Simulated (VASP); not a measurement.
# Mo (Fd-3m) in VASP: a series of runs

The runs below take Mo through single point, with PBEsol.

Program: VASP 6.6.1. These are calculated values, not measurements. Logs are shortened: lines on timing, memory, paths and dates and some standing lists are left out, and cuts for length are marked.

## 1. The cell of the first run

Symmetry: Fd-3m, No. 227, cubic system. Conventional cell: a = 5.517 Å, b = 5.517 Å, c = 5.517 Å, α = 90.00°, β = 90.00°, γ = 90.00°. Mo (site symmetry -43m) has 4 Mo at 2.39 Å within 3.2 Å.

## 2. Single point, PBEsol (volume scaled by 0.95)

The input, INCAR:

```
PREC = Accurate ; ENCUT = 520
EDIFF = 1E-6 ; ISMEAR = -1
SIGMA = 0.08 ; LREAL = False
LASPH = True ; NELM = 80
ALGO = Normal ; ISIF = 2
LWAVE = False ; LCHARG = False
GGA = PS ; NBANDS = 21
```

The input, KPOINTS:

```
regular mesh
0
Gamma
  12 12 12
```

The input, POSCAR:

```
Mo
1.0
    0.0000000000      2.7582526672      2.7582526672
    2.7582526672      0.0000000000      2.7582526672
    2.7582526672      2.7582526672      0.0000000000
Mo
2
Direct
   -0.1250000000     -0.1250000000     -0.1250000000
    0.1250000000      0.1250000000      0.1250000000
```

Potentials or basis: VASP PAW PBE potentials, release 64 (Mo_sv).

Started as:

```bash
> cat potpaw_PBE.64/Mo_sv/POTCAR > POTCAR
> mpirun -np 1 vasp_std > vasp.out
```

OUTCAR:

```text
PREC = Accurate
   ENCUT = 520
   EDIFF = 1E-6
   ISMEAR = -1
   LREAL = False
   LASPH = True
   NELM = 80
   ISIF = 2
   GGA = PS

 ion  position               nearest neighbor table
   1  0.875  0.875  0.875-   2 2.39   2 2.39   2 2.39   2 2.39
   2  0.125  0.125  0.125-   1 2.39   1 2.39   1 2.39   1 2.39

  LATTYP: Found a face centered cubic cell.
 ALAT       =     5.5165053344

  Lattice vectors:

 A1 = (   0.0000000000,   2.7582526672,   2.7582526672)
 A2 = (   2.7582526672,   0.0000000000,   2.7582526672)
 A3 = (   2.7582526672,   2.7582526672,   0.0000000000)

Analysis of symmetry for initial positions (statically):
=====================================================================
 Subroutine PRICEL returns:
 Original cell was already a primitive cell.

 Routine SETGRP: Setting up the symmetry group for a
 face centered cubic supercell.

 Subroutine GETGRP returns: Found 48 space group operations
 (whereof 12 operations were pure point group operations)
 out of a pool of 48 trial point group operations.

The static configuration has the point symmetry D_3d.
 The point group associated with its full space group is O_h .

Analysis of symmetry for dynamics (positions and initial velocities):
=====================================================================
 Subroutine PRICEL returns:
 Original cell was already a primitive cell.

 Routine SETGRP: Setting up the symmetry group for a
 face centered cubic supercell.

 Subroutine GETGRP returns: Found 48 space group operations
 (whereof 12 operations were pure point group operations)
 out of a pool of 48 trial point group operations.

The dynamic configuration has the point symmetry D_3d.
 The point group associated with its full space group is O_h .

 Subroutine INISYM returns: Found 48 space group operations
 (whereof 12 operations are pure point group operations),
 and found     1 'primitive' translations

----------------------------------------------------------------------------------------

                                     Primitive cell

  volume of cell :      41.9693

  direct lattice vectors                    reciprocal lattice vectors
     0.000000000  2.758252667  2.758252667    -0.181274183  0.181274183  0.181274183
     2.758252667  0.000000000  2.758252667     0.181274183 -0.181274183  0.181274183
     2.758252667  2.758252667  0.000000000     0.181274183  0.181274183 -0.181274183

  length of vectors
     3.900758330  3.900758330  3.900758330     0.313976096  0.313976096  0.313976096

  position of ions in fractional coordinates (direct lattice)
     0.875000000  0.875000000  0.875000000
     0.125000000  0.125000000  0.125000000

  ion indices of the primitive-cell ions
   primitive index   ion index
                 1           1
                 2           2

----------------------------------------------------------------------------------------

 KPOINTS: regular mesh

Automatic generation of k-mesh.
 Grid dimensions read from file:
 generate k-points for:   12   12   12

 Generating k-lattice:

  Cartesian coordinates                     Fractional coordinates (reciprocal lattice)
    -0.015106182  0.015106182  0.015106182     0.083333333  0.000000000  0.000000000
     0.015106182 -0.015106182  0.015106182     0.000000000  0.083333333  0.000000000
     0.015106182  0.015106182 -0.015106182     0.000000000  0.000000000  0.083333333

  Length of vectors
     0.026164675  0.026164675  0.026164675

  Shift w.r.t. Gamma in fractional coordinates (k-lattice)
     0.000000000  0.000000000  0.000000000

 Subroutine IBZKPT returns following result:
 ===========================================

 Found     72 irreducible k-points:

 Following reciprocal coordinates:
            Coordinates               Weight
  0.000000  0.000000  0.000000      1.000000
  0.083333  0.000000  0.000000      8.000000
  0.166667  0.000000  0.000000      8.000000
  0.250000  0.000000  0.000000      8.000000
  0.333333  0.000000  0.000000      8.000000
  0.416667  0.000000  0.000000      8.000000
[... 16 lines left out ...]
  0.500000  0.166667  0.000000     24.000000
 -0.416667  0.166667  0.000000     24.000000
 [... further k-points ...]
   k-points           NKPTS =     72   k-points in BZ     NKDIM =     72   number of bands    NBANDS=     21
   number of dos      NEDOS =    301   number of ions     NIONS =      2
   total plane-waves  NPLWV =  27000
   dimension x,y,z NGX =    30 NGY =   30 NGZ =   30
   dimension x,y,z NGXF=    60 NGYF=   60 NGZF=   60
   ions per type =               2
   NGX,Y,Z   is equivalent  to a cutoff of  12.79, 12.79, 12.79 a.u.
   NGXF,Y,Z  is equivalent  to a cutoff of  25.57, 25.57, 25.57 a.u.
 SYSTEM =  unknown system
   PREC   = accura    normal or accurate (medium, high low for compatibility)
   ISTART =      0    job   : 0-new  1-cont  2-samecut
   ICHARG =      2    charge: 1-file 2-atom 10-const
   ISPIN  =      1    spin polarized calculation?
   LNONCOLLINEAR =      F non collinear calculations
   LSORBIT =      F    spin-orbit coupling
   LASPH  =      T    aspherical Exc in radial PAW
   ENCUT  =  520.0 eV  38.22 Ry    6.18 a.u.   7.25  7.25  7.25*2*pi/ulx,y,z
   NELM   =     80;   NELMIN=  2; NELMDL= -5     # of ELM steps
   EDIFF  = 0.1E-05   stopping-criterion for ELM
   LREAL  =      F    real-space projection
   EDIFFG = 0.1E-04   stopping-criterion for IOM
   NSW    =      0    number of steps for IOM
   IBRION =     -1    ionic relax: 0-MD 1-quasi-New 2-CG
   NFREE  =      0    steps in history (QN), initial steepest desc. (CG)
   ISIF   =      2    stress and relaxation
   ISYM   =      2    0-nonsym 1-usesym 2-fastsym
   POTIM  = 0.5000    time-step for ionic-motion
   TEBEG  =    0.0;   TEEND  =   0.0 temperature during run
   PSTRESS=    0.0 pullay stress
   NELECT =      28.0000    total number of electrons
   NUPDOWN=      -1.0000    fix difference up-down
   EMIN   =  10.00;   EMAX   =-10.00  energy-range for DOS
   EFERMI =   0.00;   METHOD = LEGACY
   ISMEAR =    -1;   SIGMA  =   0.08  broadening in eV -4-tet -1-fermi 0-gaus
   EFERMI_NEDOS =   21; number of points for ismear=-14 and -15
   IALGO  =     38    algorithm
   IMIX   =      4    mixing-type and parameters
     AMIX     =   0.40;   BMIX     =  1.00
     AMIX_MAG =   1.60;   BMIX_MAG =  1.00
  volume/ion in A,a.u.               =      20.98       141.61
  Fermi-wavevector in a.u.,A,eV,Ry     =   1.430486  2.703226 27.841449  2.046289
  Thomas-Fermi vector in A             =   2.550326
   LORBIT       =      0    0 simple, 1 ext, 2 COOP (PROOUT), +10 PAW based schemes
   GGA     = PS    functional components
   LHFCALC =     F    Hartree Fock is set to
   AEXX    =    0.0000 exact exchange contribution
   IVDW    =     0    specifies the selected vdW correction
   LEPSILON=     F    determine dielectric tensor
   LRPA    =     F    only Hartree local field effects (RPA)
 non-spin polarized calculation
  energy-cutoff  :      520.00
  volume of cell :       41.97
 maximum number of plane-waves:      1158
 NGX is ok and might be reduce to    30
   NGX = 15   NGY = 15   NGZ = 15

 number of electron      27.9999997 magnetization

 Free energy of the ion-electron system (eV)
  ---------------------------------------------------
  ext. energy  EPLUGINS =         0.00000000
  ---------------------------------------------------
  free energy    TOTEN  =       -18.76358032 eV

  energy without entropy =      -18.71334968  energy(sigma->0) =      -18.73846500

 E-fermi :   7.8143     XC(G=0): -11.4758

 val. band max:        7.8044091992   @ k =  -0.4167   0.4167   0.0000
 cond. band min:       7.8195094904   @ k =   0.5000   0.4167   0.0000
 fundamental gap:      0.0151002912
 Fermi energy:         7.8143242090

 k-point     1 :       0.0000    0.0000    0.0000
  band No.  band energies     occupation
      1     -52.6670      2.00000
      2     -51.7363      2.00000
      3     -27.1526      2.00000
      4     -27.1526      2.00000
      5     -27.1526      2.00000
      6     -25.7596      2.00000
[... 13 lines left out ...]
     20      19.4076      0.00000
     21      20.2294      0.00000

 k-point     2 :       0.0833    0.0000    0.0000
  band No.  band energies     occupation
      1     -52.6556      2.00000
      2     -51.7487      2.00000
      3     -27.1652      2.00000
      4     -27.1652      2.00000
      5     -27.1522      2.00000
      6     -25.7591      2.00000
[... 13 lines left out ...]
     20      18.7734      0.00000
     21      20.2950      0.00000

 k-point     3 :       0.1667    0.0000    0.0000
  band No.  band energies     occupation
      1     -52.6229      2.00000
      2     -51.7842      2.00000
      3     -27.1984      2.00000
      4     -27.1984      2.00000
      5     -27.1518      2.00000
      6     -25.7572      2.00000
[... 13 lines left out ...]
     20      18.1691      0.00000
     21      19.7121      0.00000

 k-point     4 :       0.2500    0.0000    0.0000
  band No.  band energies     occupation
      1     -52.5731      2.00000
      2     -51.8378      2.00000
      3     -27.2412      2.00000
      4     -27.2412      2.00000
      5     -27.1525      2.00000
      6     -25.7529      2.00000
[... 13 lines left out ...]
     20      17.1720      0.00000
     21      18.2049      0.00000

 k-point     5 :       0.3333    0.0000    0.0000
  band No.  band energies     occupation
      1     -52.5149      2.00000
      2     -51.8999      2.00000
      3     -27.2816      2.00000
      4     -27.2816      2.00000
      5     -27.1545      2.00000
      6     -25.7469      2.00000
[... 13 lines left out ...]
     20      15.2267      0.00000
     21      17.9614      0.00000
[... 382 lines left out ...]
     20      16.2973      0.00000
     21      17.7831      0.00000

 k-point    22 :       0.4167    0.1667    0.0000
  band No.  band energies     occupation
      1     -52.4564      2.00000
      2     -51.9615      2.00000
      3     -27.4018      2.00000
      4     -27.3590      2.00000
      5     -26.9540      2.00000
      6     -25.9478      2.00000
[... 13 lines left out ...]
     20      14.4800      0.00000
     21      17.6124      0.00000

 k-point    23 :       0.5000    0.1667    0.0000
  band No.  band energies     occupation
      1     -52.4111      2.00000
      2     -52.0088      2.00000
      3     -27.4388      2.00000
      4     -27.3653      2.00000
      5     -26.9421      2.00000
      6     -25.9532      2.00000
[... 13 lines left out ...]
     20      13.1511      0.00000
     21      17.2642      0.00000

 k-point    24 :      -0.4167    0.1667    0.0000
  band No.  band energies     occupation
      1     -52.4046      2.00000
      2     -52.0157      2.00000
      3     -27.4528      2.00000
      4     -27.3514      2.00000
      5     -26.9501      2.00000
      6     -25.9421      2.00000
[... 13 lines left out ...]
     20      12.9895      0.00000
     21      17.0050      0.00000

 [... further k-points ...]

------------------------ aborting loop because EDIFF is reached ----------------------------------------

  FORCE on cell =-STRESS in cart. coord.  units (eV):
  Direction    XX          YY          ZZ          XY          YZ          ZX
  --------------------------------------------------------------------------------------
  -------------------------------------------------------------------------------------
  Total        1.9278119      1.9278119      1.9278119      0.0000000      0.0000000     -0.0000000
  in kB       73.5941178     73.5941178     73.5941178      0.0000000      0.0000000     -0.0000000
  external PRESSURE =      73.5941178 kB  Pullay stress =       0.0000000 kB

 VOLUME and BASIS-vectors are now :
 -----------------------------------------------------------------------------
  energy-cutoff  :      520.00
  volume of cell :       41.97
      direct lattice vectors                 reciprocal lattice vectors
     0.000000000  2.758252667  2.758252667    -0.181274183  0.181274183  0.181274183
     2.758252667  0.000000000  2.758252667     0.181274183 -0.181274183  0.181274183
     2.758252667  2.758252667  0.000000000     0.181274183  0.181274183 -0.181274183

 POSITION                                       TOTAL-FORCE (eV/Angst)
 -----------------------------------------------------------------------------------
      4.82694      4.82694      4.82694         0.000000      0.000000      0.000000
      0.68956      0.68956      0.68956        -0.000000     -0.000000     -0.000000
 -----------------------------------------------------------------------------------
    total drift:                               -0.000000      0.000000      0.000000

  FREE ENERGIE OF THE ION-ELECTRON SYSTEM (eV)
  ---------------------------------------------------
  free  energy   TOTEN  =       -18.7635803173 eV

  energy  without entropy=      -18.7133496772  energy(sigma->0) =      -18.73846500
```

Run time: 38 s. Hardware: 1 thread of Intel Xeon 6975P-C (Granite Rapids), shared host; peak memory 0.19 GiB.

Results:

| Quantity | Value |
| --- | --- |
| Free energy | -18.7636 eV |
| Pressure | 7.4 GPa |
| Band gap on the k mesh | zero (band 14 reaches 8.08 eV, above the bottom of band 15 at 7.56 eV) |

Caveat: the cell differs from its parent crystal (volume scaled by 0.95); the PAW data sets were made with another functional, which shifts forces and pressure a little.

## 3. Single point, PBEsol

This run uses another cell than the first one, of 22.09 Å³/atom, 1.053 times its volume.

The input, INCAR:

```
SYSTEM = Mo
ALGO = Normal
EDIFF = 1E-6
ENCUT = 520
GGA = PS
ISIF = 2
ISMEAR = -1
LASPH = .True.
LCHARG = .False.
LREAL = .False.
LWAVE = .False.
NBANDS = 21
NELM = 80
PREC = Accurate
SIGMA = 0.08
```

The input, KPOINTS:

```
k-points
0
Gamma
  12 12 12
  0 0 0
```

The input, POSCAR:

```
Mo
1.0
    0.0000000000      2.8058180950      2.8058180950
    2.8058180950      0.0000000000      2.8058180950
    2.8058180950      2.8058180950      0.0000000000
Mo
2
Direct
   -0.1250000000     -0.1250000000     -0.1250000000
    0.1250000000      0.1250000000      0.1250000000
```

Potentials or basis: VASP PAW PBE potentials, release 64 (Mo_sv).

Started as:

```bash
> cat potpaw_PBE.64/Mo_sv/POTCAR > POTCAR
> mpirun -np 1 vasp_std > vasp.out
```

Run time: 39 s. Hardware: 1 thread of Intel Xeon 6975P-C (Granite Rapids), shared host; peak memory 0.2 GiB.

Results (log left out):

```
Free energy            : -18.8169 eV
Pressure               : 0.5 GPa
Band gap on the k mesh : zero (band 14 reaches 7.46 eV, above the bottom of band 15 at 6.97 eV)
```

Levels at points of the mesh, in eV from the Fermi level:
| k point | band 11 | band 12 | band 13 | band 14 | band 15 | band 16 | band 17 | band 18 |
| --- | --- | --- | --- | --- | --- | --- | --- | --- |
| (0.00, 0.00, 0.00) | -2.37 | -1.38 | -1.38 | -1.38 | 1.36 | 1.36 | 1.36 | 4.58 |
| (0.50, 0.00, 0.00) | -2.11 | -2.11 | -1.68 | -1.68 | 0.39 | 2.39 | 2.39 | 3.81 |
| (0.50, 0.50, 0.00) | -1.63 | -1.63 | 0.04 | 0.04 | 0.55 | 0.55 | 4.14 | 4.14 |

Caveat: the PAW data sets were made with another functional, which shifts forces and pressure a little.
